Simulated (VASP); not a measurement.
A run of VASP 6.6.1 is set up as follows.

The input INCAR:

```
SYSTEM = Sn
ALGO = Normal
EDIFF = 1E-6
ENCUT = 520
ISIF = 2
ISMEAR = 1
LASPH = .TRUE.
LCHARG = .TRUE.
LELF = .TRUE.
LREAL = .FALSE.
LVHAR = .TRUE.
LWAVE = .FALSE.
NBANDS = 21
NELM = 60
PREC = Accurate
SIGMA = 0.03
```

Contents of KPOINTS:

```
k-points
0
G
  9 9 9
  0 0 0
```

File POSCAR:

```
Sn
1.0
    0.0000000000      3.2380799619      3.2380799619
    3.2380799619      0.0000000000      3.2380799619
    3.2380799619      3.2380799619      0.0000000000
Sn
2
Direct
    0.5000000000      0.5000000000      0.5000000000
    0.7500000000      0.7500000000      0.7500000000
```

Potentials or basis: VASP PAW LDA potentials, release 64 (Sn_d).

The run is started by

```sh
$ cat potpaw_LDA.64/Sn_d/POTCAR > POTCAR
$ mpirun -np 1 vasp_std > vasp.out
```

Q: What does it give for the band gap on the k mesh?

A: Zero (bands 14 and 15 overlap by 0.16 eV).

Q: What does it give for the pressure?

A: -0.1 GPa.

Caveat: spin-orbit coupling is left out, which moves the levels of the heavy elements.
